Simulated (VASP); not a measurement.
# ScMo (P-6m2) in VASP: single point with PBEsol

Aim: the single point of ScMo with PBEsol.

Program: VASP 6.6.1. These are calculated values, not measurements. Logs are shortened: lines on timing, memory, paths and dates and some standing lists are left out, and cuts for length are marked.

## 1. The cell of the first run

Symmetry: P-6m2, No. 187, hexagonal system. Conventional cell: a = 3.057 Å, b = 3.057 Å, c = 5.133 Å, α = 90.00°, β = 90.00°, γ = 120.00°. Sc (site symmetry -6m2) has 6 Sc at 3.06 Å and 6 Mo at 3.11 Å within 4.0 Å. Mo (site symmetry -6m2) has 6 Mo at 3.06 Å and 6 Sc at 3.11 Å within 4.0 Å.

## 2. Single point, PBEsol (Nb replaced by Mo, lengths x 0.982, strained)

INCAR

```
SYSTEM = ScMo
PREC     = Accurate       ! precision mode
ENCUT    = 520            ! plane-wave cutoff, eV
EDIFF    = 1E-6           ! SCF threshold, eV
ISMEAR   = 0              ! smearing method
SIGMA    = 0.1            ! smearing width, eV
LREAL    = .False.        ! projectors in reciprocal space
LASPH    = .True.         ! aspherical terms in the spheres
NELM     = 100            ! most SCF steps
ALGO     = Normal         ! electronic algorithm
ISIF     = 2              ! what is computed and relaxed
LWAVE    = .False.        ! write WAVECAR
LCHARG   = .True.         ! write CHGCAR
GGA      = PS             ! functional
LELF     = .True.         ! ELF
LVHAR    = .True.       
NBANDS   = 20             ! bands
```

KPOINTS

```
Automatic mesh
0
Gamma
  15 15 8
  0 0 0
```

POSCAR

```
ScMo
1.0
    3.0570862570      0.0000000000      0.0000000000
   -1.5285431285      2.6475143601      0.0000000000
    0.0000000000      0.0000000000      5.1327505293
Sc Mo
1 1
Direct
    0.0000000000      0.0000000000      0.0000000000
    0.3333333300      0.6666666700      0.5000000000
```

Potentials or basis: VASP PAW PBE potentials, release 64 (Sc_sv, Mo_sv).

Run with:

```bash
$ cat potpaw_PBE.64/Sc_sv/POTCAR potpaw_PBE.64/Mo_sv/POTCAR > POTCAR
$ mpirun -np 1 vasp_std > vasp.out
```

OUTCAR:

```text
SYSTEM = ScMo
   PREC = Accurate
   ENCUT = 520
   EDIFF = 1E-6
   ISMEAR = 0
   LREAL = .False.
   LASPH = .True.
   NELM = 100
   ISIF = 2
   GGA = PS

 ion  position               nearest neighbor table
   1  0.000  0.000  0.000-   2 3.11   2 3.11   2 3.11   2 3.11   2 3.11   2 3.11
   2  0.333  0.667  0.500-   1 3.11   1 3.11   1 3.11   1 3.11   1 3.11   1 3.11

  LATTYP: Found a hexagonal cell.
 ALAT       =     3.0570862570
 C/A-ratio  =     1.6789681735

  Lattice vectors:

 A1 = (   3.0570862570,   0.0000000000,   0.0000000000)
 A2 = (  -1.5285431285,   2.6475143601,   0.0000000000)
 A3 = (   0.0000000000,   0.0000000000,   5.1327505293)

Analysis of symmetry for initial positions (statically):
=====================================================================
 Subroutine PRICEL returns:
 Original cell was already a primitive cell.

 Routine SETGRP: Setting up the symmetry group for a
 hexagonal supercell.

 Subroutine GETGRP returns: Found 12 space group operations
 (whereof 12 operations were pure point group operations)
 out of a pool of 24 trial point group operations.

The static configuration has the point symmetry D_3h.

Analysis of symmetry for dynamics (positions and initial velocities):
=====================================================================
 Subroutine PRICEL returns:
 Original cell was already a primitive cell.

 Routine SETGRP: Setting up the symmetry group for a
 hexagonal supercell.

 Subroutine GETGRP returns: Found 12 space group operations
 (whereof 12 operations were pure point group operations)
 out of a pool of 24 trial point group operations.

The dynamic configuration has the point symmetry D_3h.

 Subroutine INISYM returns: Found 12 space group operations
 (whereof 12 operations are pure point group operations),
 and found     1 'primitive' translations

----------------------------------------------------------------------------------------

                                     Primitive cell

  volume of cell :      41.5428

  direct lattice vectors                    reciprocal lattice vectors
     3.057086257  0.000000000  0.000000000     0.327108860  0.188856388  0.000000000
    -1.528543128  2.647514360  0.000000000     0.000000000  0.377712777  0.000000000
     0.000000000  0.000000000  5.132750529     0.000000000  0.000000000  0.194827314

  length of vectors
     3.057086257  3.057086257  5.132750529     0.377712777  0.377712777  0.194827314

  position of ions in fractional coordinates (direct lattice)
     0.000000000  0.000000000  0.000000000
[... 77 lines left out ...]
   NELM   =    100;   NELMIN=  2; NELMDL= -5     # of ELM steps
   EDIFF  = 0.1E-05   stopping-criterion for ELM
   LREAL  =      F    real-space projection
   EDIFFG = 0.1E-04   stopping-criterion for IOM
   NSW    =      0    number of steps for IOM
   IBRION =     -1    ionic relax: 0-MD 1-quasi-New 2-CG
   NFREE  =      0    steps in history (QN), initial steepest desc. (CG)
   ISIF   =      2    stress and relaxation
   ISYM   =      2    0-nonsym 1-usesym 2-fastsym
   POTIM  = 0.5000    time-step for ionic-motion
   TEBEG  =    0.0;   TEEND  =   0.0 temperature during run
   PSTRESS=    0.0 pullay stress
   NELECT =      25.0000    total number of electrons
   NUPDOWN=      -1.0000    fix difference up-down
   EMIN   =  10.00;   EMAX   =-10.00  energy-range for DOS
   EFERMI =   0.00;   METHOD = LEGACY
   ISMEAR =     0;   SIGMA  =   0.10  broadening in eV -4-tet -1-fermi 0-gaus
   EFERMI_NEDOS =   21; number of points for ismear=-14 and -15
   IALGO  =     38    algorithm
   IMIX   =      4    mixing-type and parameters
     AMIX     =   0.40;   BMIX     =  1.00
     AMIX_MAG =   1.60;   BMIX_MAG =  1.00
  volume/ion in A,a.u.               =      20.77       140.17
  Fermi-wavevector in a.u.,A,eV,Ry     =   1.382153  2.611890 25.991846  1.910347
  Thomas-Fermi vector in A             =   2.506871
   LORBIT       =      0    0 simple, 1 ext, 2 COOP (PROOUT), +10 PAW based schemes
   GGA     = PS    functional components
   LHFCALC =     F    Hartree Fock is set to
   AEXX    =    0.0000 exact exchange contribution
   IVDW    =     0    specifies the selected vdW correction
   LEPSILON=     F    determine dielectric tensor
   LRPA    =     F    only Hartree local field effects (RPA)
 non-spin polarized calculation
 Gauss-broadening in eV      SIGMA  =   0.10
  energy-cutoff  :      520.00
  volume of cell :       41.54
 maximum number of plane-waves:      1133
 NGX is ok and might be reduce to    24
   NGX = 11   NGY = 11   NGZ = 19

 number of electron      24.9999993 magnetization

 Free energy of the ion-electron system (eV)
  ---------------------------------------------------
  ext. energy  EPLUGINS =         0.00000000
  ---------------------------------------------------
  free energy    TOTEN  =       -17.34897548 eV

  energy without entropy =      -17.33771826  energy(sigma->0) =      -17.34334687

 E-fermi :   6.4647     XC(G=0): -11.3377

 val. band max:        6.4611920612   @ k =   0.2000   0.2000   0.2500
 cond. band min:       6.4749150253   @ k =   0.3333   0.0000   0.5000
 fundamental gap:      0.0137229641
 Fermi energy:         6.4647331800

 k-point     1 :       0.0000    0.0000    0.0000
  band No.  band energies     occupation
      1     -54.2463      2.00000
      2     -42.5900      2.00000
      3     -28.3557      2.00000
      4     -28.0337      2.00000
      5     -28.0337      2.00000
      6     -21.2502      2.00000
[... 541 lines left out ...]
     19      11.9763      0.00000
     20      12.7794      0.00000

 [... further k-points ...]

------------------------ aborting loop because EDIFF is reached ----------------------------------------

  FORCE on cell =-STRESS in cart. coord.  units (eV):
  Direction    XX          YY          ZZ          XY          YZ          ZX
  --------------------------------------------------------------------------------------
  -------------------------------------------------------------------------------------
  Total       -3.7376904     -3.7376904     -4.3105908      0.0000000      0.0000000      0.0000000
  in kB     -144.1510264   -144.1510264   -166.2460022      0.0000000      0.0000000      0.0000000
  external PRESSURE =    -151.5160184 kB  Pullay stress =       0.0000000 kB

 VOLUME and BASIS-vectors are now :
 -----------------------------------------------------------------------------
  energy-cutoff  :      520.00
  volume of cell :       41.54
      direct lattice vectors                 reciprocal lattice vectors
     3.057086257  0.000000000  0.000000000     0.327108860  0.188856388  0.000000000
    -1.528543128  2.647514360  0.000000000     0.000000000  0.377712777  0.000000000
     0.000000000  0.000000000  5.132750529     0.000000000  0.000000000  0.194827314

 POSITION                                       TOTAL-FORCE (eV/Angst)
 -----------------------------------------------------------------------------------
      0.00000      0.00000      0.00000         0.000000      0.000000      0.000000
     -0.00000      1.76501      2.56638        -0.000000      0.000000      0.000000
 -----------------------------------------------------------------------------------
    total drift:                                0.000028     -0.000016     -0.000000

  FREE ENERGIE OF THE ION-ELECTRON SYSTEM (eV)
  ---------------------------------------------------
  free  energy   TOTEN  =       -17.3489754845 eV

  energy  without entropy=      -17.3377182605  energy(sigma->0) =      -17.34334687
```

It took 35 s on 1 thread of Intel Xeon Platinum 8559C (Emerald Rapids), shared host; peak memory 0.23 GiB.

Results:

```
Free energy : -17.3490 eV
Pressure    : -15.2 GPa
```

Levels at points of the mesh, in eV from the Fermi level:
```
           k point  band 9  band 10  band 11  band 12  band 13  band 14  band 15  band 16
(0.00, 0.00, 0.00)   -5.76    -3.06    -0.16    -0.16     0.52     0.53     1.33     1.33
(0.00, 0.00, 0.50)   -4.46    -3.88    -1.20    -0.24    -0.24     0.70     0.97     0.97
```

Caveat: the cell differs from its parent crystal (Nb replaced by Mo, lengths x 0.982, strained); the PAW data sets were made with another functional, which shifts forces and pressure a little.
